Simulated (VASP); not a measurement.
# TiO2 (P4_2/mnm) in VASP: notebook

Runs on TiO2. Level: LDA. Tasks: single point.

Program: VASP 6.6.1. These are calculated values, not measurements. Logs are shortened: lines on timing, memory, paths and dates and some standing lists are left out, and cuts for length are marked.

**Measured values to compare with.**

“Shallow Valence Band of Rutile GeO2 and P-type Doping”, 2020, arxiv:2011.08928 quotes, for a bulk crystal of TiO2 at 1.6 K: band gap 3.03 eV (direct).

The runs below are set against these values where they give the same quantity.

### 1 The cell of the first run

Symmetry: P4_2/mnm, No. 136, tetragonal system. The conventional cell has a = 4.549 Å, b = 4.549 Å, c = 2.917 Å, α = 90.00°, β = 90.00°, γ = 90.00°. Ti (site symmetry mmm) has 6 O at 1.93 to 1.96 Å within 2.6 Å. Within 2.6 Å of O (site symmetry m2m) lie 3 Ti at 1.93 to 1.96 Å and 1 O at 2.52 Å.

### 2 Single point, LDA

Contents of INCAR:

```
SYSTEM = TiO2
ALGO     = Normal         ! electronic algorithm
EDIFF    = 1E-6           ! SCF threshold, eV
ENCUT    = 520            ! plane-wave cutoff, eV
ISIF     = 2              ! what is computed and relaxed
ISMEAR   = 0              ! smearing method
LASPH    = .True.         ! aspherical terms in the spheres
LCHARG   = .False.        ! write CHGCAR
LREAL    = .False.        ! projectors in reciprocal space
LWAVE    = .False.        ! write WAVECAR
NBANDS   = 33             ! bands
NELM     = 60             ! most SCF steps
PREC     = Accurate       ! precision mode
SIGMA    = 0.02           ! smearing width, eV
```

Contents of KPOINTS:

```
k-points
0
Gamma
  6 6 10
  0 0 0
```

Contents of POSCAR:

```
TiO2
1.0
    4.5491223638      0.0000000000      0.0000000000
    0.0000000000      4.5491223638      0.0000000000
    0.0000000000      0.0000000000      2.9174869449
Ti O
2 4
Direct
    0.0000000000      0.0000000000      0.0000000000
    0.5000000000      0.5000000000      0.5000000000
    0.3039457558      0.3039457558      0.0000000000
    0.1960542442      0.8039457558      0.5000000000
    0.6960542442      0.6960542442      0.0000000000
    0.8039457558      0.1960542442      0.5000000000
```

Potentials or basis: VASP PAW LDA potentials, release 64 (Ti_sv, O).

Command:

```console
$ cat potpaw_LDA.64/Ti_sv/POTCAR potpaw_LDA.64/O/POTCAR > POTCAR
$ mpirun -np 1 vasp_std > vasp.out
```

OUTCAR:

```text
SYSTEM = TiO2
   EDIFF = 1E-6
   ENCUT = 520
   ISIF = 2
   ISMEAR = 0
   LASPH = .True.
   LREAL = .False.
   NELM = 60
   PREC = Accurate

 ion  position               nearest neighbor table
   1  0.000  0.000  0.000-   4 1.93   6 1.93   4 1.93   6 1.93   5 1.96   3 1.96
   2  0.500  0.500  0.500-   3 1.93   5 1.93   3 1.93   5 1.93   4 1.96   6 1.96
   3  0.304  0.304  0.000-   2 1.93   2 1.93   1 1.96
   4  0.196  0.804  0.500-   1 1.93   1 1.93   2 1.96
   5  0.696  0.696  0.000-   2 1.93   2 1.93   1 1.96
   6  0.804  0.196  0.500-   1 1.93   1 1.93   2 1.96

  LATTYP: Found a simple tetragonal cell.
 ALAT       =     4.5491223638
 C/A-ratio  =     0.6413296262

  Lattice vectors:

 A1 = (   4.5491223638,   0.0000000000,   0.0000000000)
 A2 = (   0.0000000000,   4.5491223638,   0.0000000000)
 A3 = (   0.0000000000,   0.0000000000,   2.9174869449)

Analysis of symmetry for initial positions (statically):
=====================================================================
 Subroutine PRICEL returns:
 Original cell was already a primitive cell.

 Routine SETGRP: Setting up the symmetry group for a
 simple tetragonal supercell.

 Subroutine GETGRP returns: Found 16 space group operations
 (whereof  8 operations were pure point group operations)
 out of a pool of 16 trial point group operations.

The static configuration has the point symmetry D_2h.
 The point group associated with its full space group is D_4h.

Analysis of symmetry for dynamics (positions and initial velocities):
=====================================================================
 Subroutine PRICEL returns:
 Original cell was already a primitive cell.

 Routine SETGRP: Setting up the symmetry group for a
 simple tetragonal supercell.

 Subroutine GETGRP returns: Found 16 space group operations
 (whereof  8 operations were pure point group operations)
 out of a pool of 16 trial point group operations.

The dynamic configuration has the point symmetry D_2h.
 The point group associated with its full space group is D_4h.

 Subroutine INISYM returns: Found 16 space group operations
 (whereof  8 operations are pure point group operations),
 and found     1 'primitive' translations

----------------------------------------------------------------------------------------

                                     Primitive cell

  volume of cell :      60.3760

  direct lattice vectors                    reciprocal lattice vectors
     4.549122364  0.000000000  0.000000000     0.219822621  0.000000000  0.000000000
     0.000000000  4.549122364  0.000000000     0.000000000  0.219822621  0.000000000
     0.000000000  0.000000000  2.917486945     0.000000000  0.000000000  0.342760745

  length of vectors
     4.549122364  4.549122364  2.917486945     0.219822621  0.219822621  0.342760745

  position of ions in fractional coordinates (direct lattice)
     0.000000000  0.000000000  0.000000000
     0.500000000  0.500000000  0.500000000
     0.303945756  0.303945756  0.000000000
     0.196054244  0.803945756  0.500000000
     0.696054244  0.696054244  0.000000000
     0.803945756  0.196054244  0.500000000

  ion indices of the primitive-cell ions
   primitive index   ion index
                 1           1
                 2           2
                 3           3
                 4           4
                 5           5
                 6           6

----------------------------------------------------------------------------------------

 KPOINTS: k-points

Automatic generation of k-mesh.
 Grid dimensions read from file:
 generate k-points for:    6    6   10

 Generating k-lattice:

  Cartesian coordinates                     Fractional coordinates (reciprocal lattice)
     0.036637103  0.000000000  0.000000000     0.166666667  0.000000000  0.000000000
     0.000000000  0.036637103  0.000000000     0.000000000  0.166666667  0.000000000
     0.000000000  0.000000000  0.034276075     0.000000000  0.000000000  0.100000000

  Length of vectors
     0.036637103  0.036637103  0.034276075

  Shift w.r.t. Gamma in fractional coordinates (k-lattice)
     0.000000000  0.000000000  0.000000000

 Subroutine IBZKPT returns following result:
 ===========================================

 Found     60 irreducible k-points:

 Following reciprocal coordinates:
            Coordinates               Weight
  0.000000  0.000000  0.000000      1.000000
  0.166667  0.000000  0.000000      4.000000
  0.333333  0.000000  0.000000      4.000000
  0.500000  0.000000  0.000000      2.000000
  0.166667  0.166667  0.000000      4.000000
  0.333333  0.166667  0.000000      8.000000
[... 16 lines left out ...]
  0.333333  0.000000  0.200000      8.000000
  0.500000  0.000000  0.200000      4.000000
 [... further k-points ...]
   k-points           NKPTS =     60   k-points in BZ     NKDIM =     60   number of bands    NBANDS=     33
   number of dos      NEDOS =    301   number of ions     NIONS =      6
   total plane-waves  NPLWV =  31104
   dimension x,y,z NGX =    36 NGY =   36 NGZ =   24
   dimension x,y,z NGXF=    72 NGYF=   72 NGZF=   48
   ions per type =               2   4
   NGX,Y,Z   is equivalent  to a cutoff of  13.16, 13.16, 13.68 a.u.
   NGXF,Y,Z  is equivalent  to a cutoff of  26.31, 26.31, 27.35 a.u.
 SYSTEM =  TiO2
   PREC   = accura    normal or accurate (medium, high low for compatibility)
   ISTART =      0    job   : 0-new  1-cont  2-samecut
   ICHARG =      2    charge: 1-file 2-atom 10-const
   ISPIN  =      1    spin polarized calculation?
   LNONCOLLINEAR =      F non collinear calculations
   LSORBIT =      F    spin-orbit coupling
   LASPH  =      T    aspherical Exc in radial PAW
   ENCUT  =  520.0 eV  38.22 Ry    6.18 a.u.   8.46  8.46  5.42*2*pi/ulx,y,z
   NELM   =     60;   NELMIN=  2; NELMDL= -5     # of ELM steps
   EDIFF  = 0.1E-05   stopping-criterion for ELM
   LREAL  =      F    real-space projection
   EDIFFG = 0.1E-04   stopping-criterion for IOM
   NSW    =      0    number of steps for IOM
   IBRION =     -1    ionic relax: 0-MD 1-quasi-New 2-CG
   NFREE  =      0    steps in history (QN), initial steepest desc. (CG)
   ISIF   =      2    stress and relaxation
   ISYM   =      2    0-nonsym 1-usesym 2-fastsym
   POTIM  = 0.5000    time-step for ionic-motion
   TEBEG  =    0.0;   TEEND  =   0.0 temperature during run
   PSTRESS=    0.0 pullay stress
   NELECT =      48.0000    total number of electrons
   NUPDOWN=      -1.0000    fix difference up-down
   EMIN   =  10.00;   EMAX   =-10.00  energy-range for DOS
   EFERMI =   0.00;   METHOD = LEGACY
   ISMEAR =     0;   SIGMA  =   0.02  broadening in eV -4-tet -1-fermi 0-gaus
   EFERMI_NEDOS =   21; number of points for ismear=-14 and -15
   IALGO  =     38    algorithm
   IMIX   =      4    mixing-type and parameters
     AMIX     =   0.40;   BMIX     =  1.00
     AMIX_MAG =   1.60;   BMIX_MAG =  1.00
  volume/ion in A,a.u.               =      10.06        67.91
  Fermi-wavevector in a.u.,A,eV,Ry     =   1.516587  2.865933 31.293871  2.300035
  Thomas-Fermi vector in A             =   2.625956
   LORBIT       =      0    0 simple, 1 ext, 2 COOP (PROOUT), +10 PAW based schemes
   GGA     = CA    functional components
   LHFCALC =     F    Hartree Fock is set to
   AEXX    =    0.0000 exact exchange contribution
   IVDW    =     0    specifies the selected vdW correction
   LEPSILON=     F    determine dielectric tensor
   LRPA    =     F    only Hartree local field effects (RPA)
 non-spin polarized calculation
 Gauss-broadening in eV      SIGMA  =   0.02
  energy-cutoff  :      520.00
  volume of cell :       60.38
 maximum number of plane-waves:      1640
 NGX is ok and might be reduce to    36
   NGX = 17   NGY = 17   NGZ = 11

 number of electron      48.0000007 magnetization

 Free energy of the ion-electron system (eV)
  ---------------------------------------------------
  ext. energy  EPLUGINS =         0.00000000
  ---------------------------------------------------
  free energy    TOTEN  =       -58.77767761 eV

  energy without entropy =      -58.77767761  energy(sigma->0) =      -58.77767761

 E-fermi :   5.1328     XC(G=0): -12.1695

 val. band max:        4.9137076959   @ k =   0.0000   0.0000   0.0000
 cond. band min:       6.7411918408   @ k =   0.0000   0.0000   0.0000
 fundamental gap:      1.8274841449
 Fermi energy:         5.1328484244

 k-point     1 :       0.0000    0.0000    0.0000
  band No.  band energies     occupation
      1     -51.1659      2.00000
      2     -51.1437      2.00000
      3     -27.9117      2.00000
      4     -27.9117      2.00000
      5     -27.7160      2.00000
      6     -27.7160      2.00000
[... 25 lines left out ...]
     32      11.8077      0.00000
     33      11.8117      0.00000

 k-point     2 :       0.1667    0.0000    0.0000
  band No.  band energies     occupation
      1     -51.1644      2.00000
      2     -51.1452      2.00000
      3     -27.9009      2.00000
      4     -27.8997      2.00000
      5     -27.7294      2.00000
      6     -27.7282      2.00000
[... 25 lines left out ...]
     32      11.7050      0.00000
     33      11.7268      0.00000

 k-point     3 :       0.3333    0.0000    0.0000
  band No.  band energies     occupation
      1     -51.1603      2.00000
      2     -51.1492      2.00000
      3     -27.8715      2.00000
      4     -27.8683      2.00000
      5     -27.7638      2.00000
      6     -27.7605      2.00000
[... 25 lines left out ...]
     32      11.4991      0.00000
     33      11.5413      0.00000

 k-point     4 :       0.5000    0.0000    0.0000
  band No.  band energies     occupation
      1     -51.1547      2.00000
      2     -51.1547      2.00000
      3     -27.8429      2.00000
      4     -27.8429      2.00000
      5     -27.7906      2.00000
      6     -27.7906      2.00000
[... 673 lines left out ...]
     32      11.0972      0.00000
     33      11.3039      0.00000

 k-point    23 :       0.3333    0.0000    0.2000
  band No.  band energies     occupation
      1     -51.1415      2.00000
      2     -51.1325      2.00000
      3     -27.8804      2.00000
      4     -27.8568      2.00000
      5     -27.8215      2.00000
      6     -27.8050      2.00000
[... 25 lines left out ...]
     32      10.6924      0.00000
     33      11.3016      0.00000

 k-point    24 :       0.5000    0.0000    0.2000
  band No.  band energies     occupation
      1     -51.1370      2.00000
      2     -51.1370      2.00000
      3     -27.8713      2.00000
      4     -27.8713      2.00000
      5     -27.7956      2.00000
      6     -27.7956      2.00000
[... 25 lines left out ...]
     32      10.5120      0.00000
     33      11.7164      0.00000

 [... further k-points ...]

------------------------ aborting loop because EDIFF is reached ----------------------------------------

  FORCE on cell =-STRESS in cart. coord.  units (eV):
  Direction    XX          YY          ZZ          XY          YZ          ZX
  --------------------------------------------------------------------------------------
  -------------------------------------------------------------------------------------
  Total        0.3634825      0.3634825      0.5383285      0.0000000      0.0000000      0.0000000
  in kB        9.6456154      9.6456154     14.2854457      0.0000000      0.0000000      0.0000000
  external PRESSURE =      11.1922255 kB  Pullay stress =       0.0000000 kB

 VOLUME and BASIS-vectors are now :
 -----------------------------------------------------------------------------
  energy-cutoff  :      520.00
  volume of cell :       60.38
      direct lattice vectors                 reciprocal lattice vectors
     4.549122364  0.000000000  0.000000000     0.219822621  0.000000000  0.000000000
     0.000000000  4.549122364  0.000000000     0.000000000  0.219822621  0.000000000
     0.000000000  0.000000000  2.917486945     0.000000000  0.000000000  0.342760745

 POSITION                                       TOTAL-FORCE (eV/Angst)
 -----------------------------------------------------------------------------------
      0.00000      0.00000      0.00000        -0.000000     -0.000000      0.000000
      2.27456      2.27456      1.45874        -0.000000     -0.000000      0.000000
      1.38269      1.38269      0.00000        -0.022955     -0.022955      0.000000
      0.89187      3.65725      1.45874         0.022955     -0.022955      0.000000
      3.16644      3.16644      0.00000         0.022955      0.022955     -0.000000
      3.65725      0.89187      1.45874        -0.022955      0.022955     -0.000000
 -----------------------------------------------------------------------------------
    total drift:                                0.000000      0.000000      0.000000

  FREE ENERGIE OF THE ION-ELECTRON SYSTEM (eV)
  ---------------------------------------------------
  free  energy   TOTEN  =       -58.7776776082 eV

  energy  without entropy=      -58.7776776082  energy(sigma->0) =      -58.77767761
```

Wall time 86 s (1 thread of Intel Xeon Platinum 8375C at 2.90GHz (Ice Lake), shared host); peak memory 0.21 GiB.

Results:

```
Free energy            : -58.7777 eV
Pressure               : 1.1 GPa
Largest force          : 0.032 eV/Å
Band gap on the k mesh : 1.83 eV, direct
```

Forces in eV/Å, atoms in the order of the input:
```
Ti   0.000  0.000  0.000
Ti   0.000  0.000  0.000
O   -0.023 -0.023  0.000
O    0.023 -0.023  0.000
O    0.023  0.023  0.000
O   -0.023  0.023  0.000
```

### 3 Single point, LDA

Contents of INCAR:

```
ALGO     = Normal         # electronic algorithm
EDIFF    = 1E-6           # SCF threshold, eV
ENCUT    = 520            # plane-wave cutoff, eV
GGA      = CA             # functional
ISIF     = 2              # what is computed and relaxed
ISMEAR   = 0              # smearing method
LASPH    = T              # aspherical terms in the spheres
LCHARG   = F              # write CHGCAR
LREAL    = F              # projectors in reciprocal space
LWAVE    = F              # write WAVECAR
NBANDS   = 33             # bands
NELM     = 60             # most SCF steps
PREC     = Accurate       # precision mode
SIGMA    = 0.05           # smearing width, eV
```

Contents of KPOINTS:

```
k-points
0
Gamma
  6 6 10
```

POSCAR is that of step 2.

Potentials or basis: VASP PAW LDA potentials, release 64 (Ti_sv, O).

Command:

```console
$ cat potpaw_LDA.64/Ti_sv/POTCAR potpaw_LDA.64/O/POTCAR > POTCAR
$ mpirun -np 1 vasp_std > vasp.out
```

Wall time 84 s (1 thread of Intel Xeon Platinum 8375C at 2.90GHz (Ice Lake), shared host); peak memory 0.21 GiB.

Results (log left out):

```
Free energy            : -58.7777 eV
Pressure               : 1.1 GPa
Largest force          : 0.032 eV/Å
Band gap on the k mesh : 1.83 eV, direct
```

Forces in eV/Å, atoms in the order of the input:
```
Ti   0.000  0.000  0.000
Ti   0.000  0.000  0.000
O   -0.023 -0.023  0.000
O    0.023 -0.023  0.000
O    0.023  0.023  0.000
O   -0.023  0.023  0.000
```

Stress tensor (GPa, compression positive):
```
0.96 0.00 0.00
0.00 0.96 0.00
0.00 0.00 1.43
```

Levels at points of the mesh, in eV from the valence-band top:
| k point | band 20 | band 21 | band 22 | band 23 | band 24 | band 25 | band 26 | band 27 | band 28 | band 29 |
| --- | --- | --- | --- | --- | --- | --- | --- | --- | --- | --- |
| (0.00, 0.00, 0.00) | -2.01 | -0.69 | -0.47 | -0.47 | 0.00 | 1.83 | 2.11 | 2.42 | 2.53 | 2.53 |
| (0.50, 0.00, 0.00) | -3.17 | -1.69 | -1.69 | -0.79 | -0.79 | 2.54 | 2.54 | 3.11 | 3.11 | 3.67 |
| (0.50, 0.50, 0.00) | -2.36 | -1.31 | -1.31 | -1.11 | -1.11 | 1.87 | 1.87 | 2.56 | 2.56 | 3.98 |
| (0.00, 0.00, 0.50) | -2.85 | -2.58 | -2.58 | -1.47 | -1.47 | 3.05 | 3.05 | 3.29 | 3.29 | 3.77 |
| (0.50, 0.00, 0.50) | -2.45 | -2.15 | -2.15 | -1.11 | -1.11 | 1.87 | 1.87 | 3.31 | 3.31 | 4.04 |
| (0.50, 0.50, 0.50) | -2.82 | -1.39 | -1.39 | -0.68 | -0.68 | 2.62 | 2.62 | 3.25 | 3.25 | 3.34 |

### 4 Comparison with measurements

Step 2. Against the measured gap of TiO2, 3.03 eV (direct; 1.6 K; quoted in “Shallow Valence Band of Rutile GeO2 and P-type Doping”, 2020, arxiv:2011.08928), the calculated 1.83 eV is off by -1.20 eV. 2 values of this kind are on record in papers (3.03 to 3.05 eV); this one was drawn at random among those near their median. The value is that of LDA on a finite k mesh, which can miss the band edges, without temperature or zero-point motion. Semilocal functionals fall short of measured gaps as a rule.

Step 3. Measured gap of TiO2: 3.03 eV (direct; 1.6 K; quoted in “Shallow Valence Band of Rutile GeO2 and P-type Doping”, 2020, arxiv:2011.08928). This calculation gives 1.83 eV (-1.20 eV). 2 values of this kind are on record in papers (3.03 to 3.05 eV); this one was drawn at random among those near their median. The value is that of LDA on a finite k mesh, which can miss the band edges, without temperature or zero-point motion. Semilocal functionals fall short of measured gaps as a rule.
